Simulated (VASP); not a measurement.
Set up this calculation in VASP 6.6.1, as the native input.

| Item | Value |
| --- | --- |
| Task | relaxation of the atoms |
| Functional | PBE |
| Potentials or basis | VASP PAW PBE potentials, release 64 (B, N, H) |
| Cutoff | 520 eV |
| k mesh | 1 × 1 × 1 |
| Occupations | gaussian, width 0.05 eV |
| Spin | no spin polarisation |
| Dipole correction | no |
| Further INCAR settings | ALGO = Normal; EDIFF = 1e-06; IBRION = 2; EDIFFG = -0.03; NSW = 60 |

The structure of BNH6 lies in POSCAR:

```
BH6N
1.0
   10.2000000000      0.0000000000      0.0000000000
    0.0000000000     10.5000000000      0.0000000000
    0.0000000000      0.0000000000     10.8000000000
B N H
1 1 6
Direct
    0.5396090544      0.4615226328      0.5374085514
    0.4507684411      0.5478249430      0.4535035277
    0.6069665858      0.5269556633      0.6010239977
    0.6069665858      0.3960896023      0.4737931051
    0.4722515230      0.3960896023      0.6010239977
    0.5085034680      0.6039103977      0.3989760023
    0.3930334142      0.4917394882      0.3989760023
    0.3930334142      0.6039103977      0.5080310531
```

These files were run (other wordings do the same):

INCAR

```
PREC = Accurate
ENCUT = 520
EDIFF = 1E-6
ISMEAR = 0
SIGMA = 0.05
LREAL = False
LASPH = True
NELM = 80
ALGO = Normal
ISIF = 2
LWAVE = False
LCHARG = False
GGA = PE
IBRION = 2
NSW = 60
EDIFFG = -0.03
```

KPOINTS

```
regular mesh
0
Gamma
  1 1 1
```

Potentials or basis: VASP PAW PBE potentials, release 64 (B, N, H).

Launch:

```sh
$ cat potpaw_PBE.64/B/POTCAR potpaw_PBE.64/N/POTCAR potpaw_PBE.64/H/POTCAR > POTCAR
$ mpirun -np 1 vasp_gam > vasp.out
```

Results of the run:

```json
{
  "Energy gained by relaxing": "13.6 meV/atom",
  "Ionic steps": "11",
  "Largest force after relaxing": "0.026 eV/Å",
  "Gap between the frontier levels": "5.08 eV"
}
```

Wall time 12 min on 1 thread of Intel Xeon 8259CL, with other jobs on the host, peak memory 1.1 GiB.
